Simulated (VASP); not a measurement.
Set up this calculation in VASP 6.6.1, as the native input.

```
Task                   : single point
Functional             : r2SCAN
Potentials or basis    : VASP PAW PBE potentials, release 64 (C)
Cutoff                 : 520 eV
k mesh                 : 12 × 12 × 12
Occupations            : gaussian, width 0.05 eV
Spin                   : no spin polarisation
Dipole correction      : no
Further INCAR settings : ALGO = Normal; EDIFF = 1e-06; NBANDS = 11
```

The system is C.

```
C
1.0
     0.00000    1.67824    2.01389
     1.67824    0.00000    2.01389
     1.67824    1.67824    0.00000
C
2
Direct
  0.50000 0.50000 0.50000
  0.75000 0.75000 0.75000
```

This cell differs from its parent crystal: ratio of the length along z to the lengths across it x 1.2, volume and fractional coordinates fixed.

The input as run:

POSCAR

```
C
1.0
    0.0000000000      1.6782436539      2.0138923847
    1.6782436539      0.0000000000      2.0138923847
    1.6782436539      1.6782436539      0.0000000000
C
2
Direct
    0.5000000000      0.5000000000      0.5000000000
    0.7500000000      0.7500000000      0.7500000000
```

INCAR.step1

```
SYSTEM = C
ALGO = Normal
EDIFF = 1E-4
ENCUT = 520
GGA = PE
ISMEAR = 0
LASPH = .TRUE.
LCHARG = .FALSE.
LREAL = .FALSE.
LWAVE = .TRUE.
NBANDS = 11
NELM = 60
PREC = Accurate
SIGMA = 0.05
```

INCAR.step2

```
SYSTEM = C
ALGO = Normal
EDIFF = 1E-6
ENCUT = 520
ISIF = 2
ISMEAR = 0
ISTART = 1
LASPH = .TRUE.
LCHARG = .FALSE.
LMIXTAU = .TRUE.
LREAL = .FALSE.
LWAVE = .FALSE.
METAGGA = R2SCAN
NBANDS = 11
NELM = 60
PREC = Accurate
SIGMA = 0.05
```

KPOINTS

```
k-points
0
G
  12 12 12
  0 0 0
```

Potentials or basis: VASP PAW PBE potentials, release 64 (C).

Run with:

```console
$ cat potpaw_PBE.64/C/POTCAR > POTCAR
$ cp INCAR.step1 INCAR
$ mpirun -np 1 vasp_std > vasp.out
$ cp INCAR.step2 INCAR
$ mpirun -np 1 vasp_std > vasp.out
```

Results of the run:

```yaml
Pressure: 0.5 GPa
Band_gap_on_the_k_mesh: 1.97 eV, indirect (least direct gap 4.19 eV)
```

Caveat: the PAW data sets were made with another functional, which shifts forces and pressure a little.

Wall time 80 s on 1 thread of Intel(R) Xeon(R) Platinum 8375C CPU @ 2.90GHz (Ice Lake) (shared host), peak memory 0.13 GiB.
